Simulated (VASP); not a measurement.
# Si29Sn3 (P1) in VASP: single point with HSE06

Aim: the single point of Si29Sn3 with HSE06.

All numbers are computed with VASP 6.6.1; they aren't measurements. Logs are shortened: lines on timing, memory, paths and dates and some standing lists are left out, and cuts for length are marked.

## 1. The cell of the first run

The typed cell holds 64 atoms: a = 11.080 Å, b = 11.080 Å, c = 11.080 Å, α = 90.00°, β = 90.00°, γ = 90.00°.

## 2. Single point, HSE06

POSCAR

```
Si29Sn3
1.0
   11.0797080000      0.0000000000      0.0000000000
    0.0000000000     11.0797080000      0.0000000000
    0.0000000000      0.0000000000     11.0797080000
Si Sn
58 6
Direct
    0.9928400000      0.9919210000      0.9942330000
    0.0020920000      0.0062970000      0.4988090000
    0.9986580000      0.4964500000      0.0017220000
    0.0042410000      0.4961120000      0.4968520000
    0.5088590000      0.0066240000      0.9937420000
    0.4992560000      0.9990730000      0.4978780000
    0.4916470000      0.5123000000      0.0112050000
    0.4977450000      0.4993030000      0.4985340000
    0.1267600000      0.1268350000      0.6256610000
    0.1232260000      0.6223940000      0.1234380000
    0.1327050000      0.6178620000      0.6153700000
    0.6281020000      0.1260540000      0.1260970000
    0.6336940000      0.1152900000      0.6133140000
    0.6262470000      0.6258490000      0.1296910000
    0.6168250000      0.6188830000      0.6316410000
    0.2566370000      0.2587820000      0.9937550000
    0.2467210000      0.2516270000      0.4978490000
    0.2420230000      0.7426380000      0.9941050000
    0.2530500000      0.7489680000      0.4988880000
    0.7631110000      0.2414080000      0.0112680000
    0.7517550000      0.2498160000      0.4980390000
    0.7462320000      0.7484560000      0.0020000000
    0.3749620000      0.3779210000      0.1273970000
    0.3638390000      0.3826540000      0.6134880000
    0.3753900000      0.8747150000      0.6256130000
    0.8761970000      0.3749930000      0.1283940000
    0.8779270000      0.3748340000      0.6225520000
    0.8723980000      0.8715740000      0.1245240000
    0.8768470000      0.8930960000      0.6246570000
    0.2505470000      0.0002980000      0.2683930000
    0.2494620000      0.9990960000      0.7511970000
    0.2488710000      0.5000730000      0.2506050000
    0.2495890000      0.5005080000      0.7472410000
    0.7497760000      0.0008040000      0.2481410000
    0.7501870000      0.0030800000      0.7502280000
    0.7501330000      0.4973130000      0.2475310000
    0.7572950000      0.5046590000      0.7443020000
    0.3768430000      0.1290700000      0.3805660000
    0.3691470000      0.1189250000      0.8786280000
    0.3764900000      0.6240560000      0.3750460000
    0.3711000000      0.6256640000      0.8738380000
    0.8739400000      0.1267260000      0.3745760000
    0.8760140000      0.1236140000      0.8740170000
    0.8838420000      0.6163810000      0.3661900000
    0.8693020000      0.6196260000      0.8824780000
    0.9914420000      0.2601980000      0.2598550000
    0.0007720000      0.2501130000      0.7500160000
    0.0025580000      0.7495400000      0.2473780000
    0.5004590000      0.2504360000      0.2498680000
    0.5078540000      0.7415800000      0.2577050000
    0.4977160000      0.7500050000      0.7526360000
    0.1253060000      0.3749000000      0.3747310000
    0.1252260000      0.3772970000      0.8721810000
    0.1230100000      0.8726880000      0.3804280000
    0.1305070000      0.8794530000      0.8798320000
    0.6252060000      0.3748150000      0.3750520000
    0.6176180000      0.8826390000      0.3665790000
    0.6272720000      0.8750570000      0.8724660000
    0.1217190000      0.1284320000      0.1275020000
    0.7495850000      0.7515260000      0.4978140000
    0.3773180000      0.8717320000      0.1260880000
    0.0018500000      0.7494740000      0.7484860000
    0.4933730000      0.2435250000      0.7371220000
    0.6310450000      0.3794400000      0.8858430000
```

INCAR.step1

```
SYSTEM = Si29Sn3
PREC = Accurate
ENCUT = 520
EDIFF = 1E-5
ISMEAR = -1
SIGMA = 0.05
LREAL = Auto
LASPH = .True.
NELM = 100
ALGO = Normal
ISIF = 2
LWAVE = .True.
LCHARG = .False.
NBANDS = 196
GGA = PE
LUSENCCL = .False.
```

INCAR.step2

```
SYSTEM = Si29Sn3
PREC = Accurate
ENCUT = 520
EDIFF = 1E-6
ISMEAR = -1
SIGMA = 0.05
LREAL = Auto
LASPH = .True.
NELM = 100
ALGO = Normal
ISIF = 2
LWAVE = .False.
LCHARG = .False.
GGA = PE
LHFCALC = .True.
HFSCREEN = 0.2079
PRECFOCK = Fast
NBANDS = 196
ISTART = 1
LUSENCCL = .False.
```

KPOINTS

```
regular mesh
0
Gamma
  1 1 1
  0 0 0
```

Potentials or basis: VASP PAW PBE potentials, release 64 (Si, Sn_d).

On the command line:

```sh
$ cat potpaw_PBE.64/Si/POTCAR potpaw_PBE.64/Sn_d/POTCAR > POTCAR
$ cp INCAR.step1 INCAR
$ mpirun -np 1 vasp_gam > vasp.out
$ cp INCAR.step2 INCAR
$ mpirun -np 1 vasp_gam > vasp.out
```

OUTCAR:

```text
SYSTEM = Si29Sn3
   PREC = Accurate
   ENCUT = 520
   EDIFF = 1E-6
   ISMEAR = -1
   LREAL = Auto
   LASPH = .True.
   NELM = 100
   ISIF = 2
   GGA = PE
   LHFCALC = .True.
   HFSCREEN = 0.2079
   PRECFOCK = Fast
   ISTART = 1

 ion  position               nearest neighbor table
   1  0.993  0.992  0.994-  55 2.34  43 2.36  28 2.38  59 2.55
   2  0.002  0.006  0.499-  29 2.33   9 2.38  42 2.39  54 2.39
   3  0.999  0.496  0.002-  26 2.37  45 2.38  10 2.38  53 2.40
   4  0.004  0.496  0.497-  52 2.33  11 2.36  44 2.38  27 2.39
   5  0.509  0.007  0.994-  39 2.36  12 2.38  58 2.38  61 2.55
   6  0.499  0.999  0.498-  57 2.35  13 2.35  38 2.37  25 2.41
[... 56 lines left out ...]
  63  0.493  0.244  0.737-  39 2.50  24 2.51  13 2.51  64 2.70
  64  0.631  0.379  0.886-  37 2.52  20 2.53   7 2.55  63 2.70

  LATTYP: Found a simple cubic cell.
 ALAT       =    11.0797080000

  Lattice vectors:

 A1 = (  11.0797080000,   0.0000000000,   0.0000000000)
 A2 = (   0.0000000000,  11.0797080000,   0.0000000000)
 A3 = (   0.0000000000,   0.0000000000,  11.0797080000)

Analysis of symmetry for initial positions (statically):
=====================================================================
 Subroutine PRICEL returns:
 Original cell was already a primitive cell.

 Routine SETGRP: Setting up the symmetry group for a
 simple cubic supercell.

 Subroutine GETGRP returns: Found  1 space group operations
 (whereof  1 operations were pure point group operations)
 out of a pool of 48 trial point group operations.

The static configuration has the point symmetry C_1 .

Analysis of symmetry for dynamics (positions and initial velocities):
=====================================================================
 Subroutine PRICEL returns:
 Original cell was already a primitive cell.

 Routine SETGRP: Setting up the symmetry group for a
 simple cubic supercell.

 Subroutine GETGRP returns: Found  1 space group operations
 (whereof  1 operations were pure point group operations)
 out of a pool of 48 trial point group operations.

The dynamic configuration has the point symmetry C_1 .

 Subroutine INISYM returns: Found  1 space group operations
 (whereof  1 operations are pure point group operations),
 and found     1 'primitive' translations

----------------------------------------------------------------------------------------

                                     Primitive cell

  volume of cell :    1360.1442

  direct lattice vectors                    reciprocal lattice vectors
    11.079708000  0.000000000  0.000000000     0.090255086  0.000000000  0.000000000
     0.000000000 11.079708000  0.000000000     0.000000000  0.090255086  0.000000000
     0.000000000  0.000000000 11.079708000     0.000000000  0.000000000  0.090255086

  length of vectors
    11.079708000 11.079708000 11.079708000     0.090255086  0.090255086  0.090255086

  position of ions in fractional coordinates (direct lattice)
     0.992840000  0.991921000  0.994233000
     0.002092000  0.006297000  0.498809000
     0.998658000  0.496450000  0.001722000
     0.004241000  0.496112000  0.496852000
     0.508859000  0.006624000  0.993742000
     0.499256000  0.999073000  0.497878000
[... 56 lines left out ...]
     0.493373000  0.243525000  0.737122000
     0.631045000  0.379440000  0.885843000

  ion indices of the primitive-cell ions
   primitive index   ion index
                 1           1
                 2           2
                 3           3
                 4           4
                 5           5
                 6           6
[... 56 lines left out ...]
                63          63
                64          64

----------------------------------------------------------------------------------------

 KPOINTS: regular mesh

Automatic generation of k-mesh.
 Grid dimensions read from file:
 generate k-points for:    1    1    1

 Generating k-lattice:

  Cartesian coordinates                     Fractional coordinates (reciprocal lattice)
     0.090255086  0.000000000  0.000000000     1.000000000  0.000000000  0.000000000
     0.000000000  0.090255086  0.000000000     0.000000000  1.000000000  0.000000000
     0.000000000  0.000000000  0.090255086     0.000000000  0.000000000  1.000000000

  Length of vectors
     0.090255086  0.090255086  0.090255086

  Shift w.r.t. Gamma in fractional coordinates (k-lattice)
     0.000000000  0.000000000  0.000000000

 Subroutine IBZKPT returns following result:
 ===========================================

 Found      1 irreducible k-points:

 Following reciprocal coordinates:
            Coordinates               Weight
  0.000000  0.000000  0.000000      1.000000
   k-points           NKPTS =      1   k-points in BZ     NKDIM =      1   number of bands    NBANDS=    196
   number of dos      NEDOS =    301   number of ions     NIONS =     64
   total plane-waves  NPLWV = 592704
   dimension x,y,z NGX =    84 NGY =   84 NGZ =   84
   dimension x,y,z NGXF=   168 NGYF=  168 NGZF=  168
   ions per type =              58   6
   NGX,Y,Z   is equivalent  to a cutoff of  12.60, 12.60, 12.60 a.u.
   NGXF,Y,Z  is equivalent  to a cutoff of  25.21, 25.21, 25.21 a.u.
 SYSTEM =  Si29Sn3
   PREC   = accura    normal or accurate (medium, high low for compatibility)
   ISTART =      1    job   : 0-new  1-cont  2-samecut
   ICHARG =      0    charge: 1-file 2-atom 10-const
   ISPIN  =      1    spin polarized calculation?
   LNONCOLLINEAR =      F non collinear calculations
   LSORBIT =      F    spin-orbit coupling
   LASPH  =      T    aspherical Exc in radial PAW
   ENCUT  =  520.0 eV  38.22 Ry    6.18 a.u.  20.60 20.60 20.60*2*pi/ulx,y,z
   NELM   =    100;   NELMIN=  2; NELMDL=  0     # of ELM steps
   EDIFF  = 0.1E-05   stopping-criterion for ELM
   LREAL  =      T    real-space projection
   EDIFFG = 0.1E-04   stopping-criterion for IOM
   NSW    =      0    number of steps for IOM
   IBRION =     -1    ionic relax: 0-MD 1-quasi-New 2-CG
   NFREE  =      0    steps in history (QN), initial steepest desc. (CG)
   ISIF   =      2    stress and relaxation
   ISYM   =      3    0-nonsym 1-usesym 2-fastsym
   POTIM  = 0.5000    time-step for ionic-motion
   TEBEG  =    0.0;   TEEND  =   0.0 temperature during run
   PSTRESS=    0.0 pullay stress
   NELECT =     316.0000    total number of electrons
   NUPDOWN=      -1.0000    fix difference up-down
   EMIN   =  10.00;   EMAX   =-10.00  energy-range for DOS
   EFERMI =   0.00;   METHOD = LEGACY
   ISMEAR =    -1;   SIGMA  =   0.05  broadening in eV -4-tet -1-fermi 0-gaus
   EFERMI_NEDOS =   21; number of points for ismear=-14 and -15
   IALGO  =     38    algorithm
   IMIX   =      1    mixing-type and parameters
     AMIX     =   0.40;   BMIX     =  1.00
     AMIX_MAG =   1.60;   BMIX_MAG =  1.00
  volume/ion in A,a.u.               =      21.25       143.42
  Fermi-wavevector in a.u.,A,eV,Ry     =   1.006411  1.901842 13.780850  1.012864
  Thomas-Fermi vector in A             =   2.139152
   LORBIT       =      0    0 simple, 1 ext, 2 COOP (PROOUT), +10 PAW based schemes
   GGA     = PE    functional components
   LHFCALC =     T    Hartree Fock is set to
   PRECFOCK=fast      Normal, Fast or Accurate (Low or Medium for compatibility)
   ENCUT4O =  -1.0   cutoff for four orbital integrals eV
   NKREDX  =     1    reduce k-point grid by
   NKREDY  =     1    reduce k-point grid by
   NKREDZ  =     1    reduce k-point grid by
   AEXX    =    0.2500 exact exchange contribution
   HFSCREEN=    0.2079 screening length (either q_TF or 0.3 A-1)
   HFSCREENC=   0.2079 screening length for correlation (either q_TF or 0.3 A-1)
   ENCUTFOCK=  -1.0 apply spherical cutoff to Coloumb kernel
   IVDW    =     0    specifies the selected vdW correction
   LEPSILON=     F    determine dielectric tensor
   LRPA    =     F    only Hartree local field effects (RPA)
 non-spin polarized calculation
  energy-cutoff  :      520.00
  volume of cell :     1360.14
 maximum number of plane-waves:     18225
 NGX is ok and might be reduce to    84
  NGX = 42; NGY = 42; NGZ = 42

 number of electron     316.0000006 magnetization

 Free energy of the ion-electron system (eV)
  ---------------------------------------------------
  ext. energy  EPLUGINS =         0.00000000
  ---------------------------------------------------
  free energy    TOTEN  =      -381.52665526 eV

  energy without entropy =     -381.52651547  energy(sigma->0) =     -381.52658537

 E-fermi :   6.1919     XC(G=0):  -7.7996

 val. band max:        5.6827813004   @ k =   0.0000   0.0000   0.0000
 cond. band min:       6.7051159490   @ k =   0.0000   0.0000   0.0000
 fundamental gap:      1.0223346485
 Fermi energy:         6.1918565049

 k-point     1 :       0.0000    0.0000    0.0000
  band No.  band energies     occupation
      1     -17.5292      2.00000
      2     -17.3827      2.00000
      3     -17.3802      2.00000
      4     -17.3773      2.00000
      5     -17.3749      2.00000
      6     -17.3708      2.00000
[... 162 lines left out ...]
    169       7.2502      0.00000
    170       7.2660      0.00000
 [bands above 170 left out]

------------------------ aborting loop because EDIFF is reached ----------------------------------------

  FORCE on cell =-STRESS in cart. coord.  units (eV):
  Direction    XX          YY          ZZ          XY          YZ          ZX
  --------------------------------------------------------------------------------------
  -------------------------------------------------------------------------------------
  Total        3.0934805      3.2882956      3.4722392     -0.2367113     -0.3036142     -0.6044646
  in kB        3.6439552      3.8734369      4.0901126     -0.2788333     -0.3576414     -0.7120270
  external PRESSURE =       3.8691682 kB  Pullay stress =       0.0000000 kB

 VOLUME and BASIS-vectors are now :
 -----------------------------------------------------------------------------
  energy-cutoff  :      520.00
  volume of cell :     1360.14
      direct lattice vectors                 reciprocal lattice vectors
    11.079708000  0.000000000  0.000000000     0.090255086  0.000000000  0.000000000
     0.000000000 11.079708000  0.000000000     0.000000000  0.090255086  0.000000000
     0.000000000  0.000000000 11.079708000     0.000000000  0.000000000  0.090255086

 POSITION                                       TOTAL-FORCE (eV/Angst)
 -----------------------------------------------------------------------------------
     11.00038     10.99020     11.01581         0.042966      0.020550      0.004235
      0.02318      0.06977      5.52666        -0.039259     -0.018813      0.020437
     11.06484      5.50052      0.01908        -0.028716      0.015256      0.006027
      0.04699      5.49678      5.50498         0.016606      0.030611     -0.027207
      5.63801      0.07339     11.01037        -0.038384      0.001509      0.010178
      5.53161     11.06944      5.51634         0.029525      0.012479     -0.029212
[... 56 lines left out ...]
      5.46643      2.69819      8.16710         0.010514      0.020638      0.013695
      6.99179      4.20408      9.81488        -0.002196     -0.009271     -0.010935
 -----------------------------------------------------------------------------------
    total drift:                                0.005046     -0.009189      0.016762

  FREE ENERGIE OF THE ION-ELECTRON SYSTEM (eV)
  ---------------------------------------------------
  free  energy   TOTEN  =      -381.5266552641 eV

  energy  without entropy=     -381.5265154750  energy(sigma->0) =     -381.52658537
```

Run time: 5.9 min. Hardware: 1 × NVIDIA H100 80GB with 1 thread of Intel Xeon Platinum 8481C at 2.70GHz (Sapphire Rapids), shared host; peak memory 1.6 GiB.

Results:

```yaml
Free_energy: -381.5267 eV
Pressure: 0.4 GPa
Largest_force: 0.074 eV/Å
Band_gap_on_the_k_mesh: 1.02 eV
```

Forces in eV/Å, atoms in the order of the input:
```
Si   0.043  0.021  0.004
Si  -0.039 -0.019  0.020
Si  -0.029  0.015  0.006
Si   0.017  0.031 -0.027
Si  -0.038  0.002  0.010
Si   0.030  0.012 -0.029
Si   0.038 -0.036 -0.021
Si  -0.031  0.002  0.021
Si   0.005 -0.009 -0.020
Si   0.018 -0.002 -0.019
Si  -0.018  0.000  0.017
Si   0.027 -0.021 -0.035
Si  -0.040  0.024  0.036
Si  -0.040 -0.004  0.014
Si   0.039 -0.007 -0.017
Si  -0.005 -0.036  0.015
Si   0.018  0.031 -0.008
Si   0.020  0.035  0.004
Si  -0.014 -0.029 -0.001
Si  -0.033  0.050 -0.025
Si  -0.007 -0.028  0.002
Si   0.023 -0.032  0.007
Si  -0.009  0.026 -0.029
Si   0.035 -0.037  0.029
Si  -0.005  0.011 -0.009
Si   0.003 -0.023  0.012
Si  -0.018  0.032  0.004
Si   0.007  0.028 -0.019
Si  -0.005 -0.031 -0.010
Si  -0.001  0.012 -0.032
Si  -0.003 -0.002  0.047
Si   0.002 -0.011  0.009
Si   0.002  0.003 -0.045
Si  -0.023 -0.002  0.018
Si   0.032  0.000 -0.054
Si   0.035  0.022 -0.001
Si  -0.038 -0.013  0.062
Si  -0.050 -0.054  0.001
Si   0.041  0.030 -0.029
Si   0.028  0.007 -0.003
Si  -0.017 -0.008  0.033
Si   0.019  0.024  0.002
Si  -0.014 -0.024  0.034
Si  -0.018  0.006  0.031
Si   0.015  0.003 -0.038
Si   0.029 -0.026 -0.045
Si  -0.002  0.002  0.007
Si  -0.014 -0.027  0.013
Si  -0.008  0.002  0.000
Si  -0.023  0.030 -0.034
Si   0.003 -0.027 -0.006
Si  -0.029 -0.010  0.010
Si   0.024  0.002  0.006
Si   0.034  0.046 -0.009
Si  -0.033 -0.033  0.003
Si   0.006  0.010  0.011
Si   0.015 -0.049  0.036
Si  -0.005  0.031  0.005
Sn   0.002 -0.019  0.027
Sn   0.015  0.026 -0.004
Sn  -0.012  0.011  0.015
Sn  -0.013  0.015 -0.001
Sn   0.011  0.021  0.014
Sn  -0.002 -0.009 -0.011
```

Caveat: the k points lie up to 0.57 Å⁻¹ apart; the PAW data sets were made with another functional, which shifts forces and pressure a little; spin-orbit coupling is left out, which moves the levels of the heavy elements. A k mesh can miss the band edges.
